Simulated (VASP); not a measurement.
# In: relaxation of shape and atoms at fixed volume with PBE

Crystal: In.

```
In
1.0
     2.98299    0.00000    0.00000
    -1.49150    2.58335    0.00000
     0.00000    0.00000    4.68649
In
2
Direct
  0.33333 0.66667 0.25000
  0.66667 0.33333 0.75000
```

| Property | Result |
| --- | --- |
| Program | VASP 6.6.1 |
| Task | relaxation of shape and atoms at fixed volume |
| Functional | PBE |
| Potentials or basis | VASP PAW PBE potentials, release 64 (In_d) |
| Cutoff | 600 eV |
| k mesh | 13 × 13 × 7 |
| Occupations | fermi-dirac, width 0.08 eV |
| Spin | no spin polarisation |
| Dipole correction | no |
| Further INCAR settings | ALGO = Normal; EDIFF = 1e-06; IBRION = 2; EDIFFG = -0.005; NSW = 50; ISIF = 4 |

* Energy gained by relaxing: 4.4 meV/atom
* Ionic steps: 4
* Pressure after relaxing: 44.4 GPa
* Band gap on the k mesh: zero (band 13 reaches 16.92 eV, above the bottom of band 14 at 9.94 eV)

The path:
```csv
step,energy change (eV),largest force (eV/Å),pressure (GPa),volume (Å³)
1,0.0000,0.0000,44.50,36.11
2,-0.0087,0.0000,44.39,36.11
3,-0.0087,0.0000,44.39,36.11
4,-0.0087,0.0000,44.40,36.11
```

Final structure:
```xyz
2
Lattice="2.9584 0.0000 0.0000 -1.4792 2.5621 0.0000 0.0000 0.0000 4.7647" Properties=species:S:1:pos:R:3 pbc="T T T"
In    0.0000    1.7080    1.1912
In    1.4792    0.8540    3.5735
```

Levels at points of the mesh, in eV from the Fermi level:
```tsv
k point	band 11	band 12	band 13	band 14	band 15	band 16
(0.00, 0.00, 0.00)	-12.86	-5.45	-4.44	10.76	10.76	11.18
```

Wall time 39 s on 1 thread of Intel(R) Xeon(R) 6975P-C (Granite Rapids), with other jobs on the host, peak memory 0.19 GiB.

Caveat: spin-orbit coupling is left out, which moves the levels of the heavy elements.
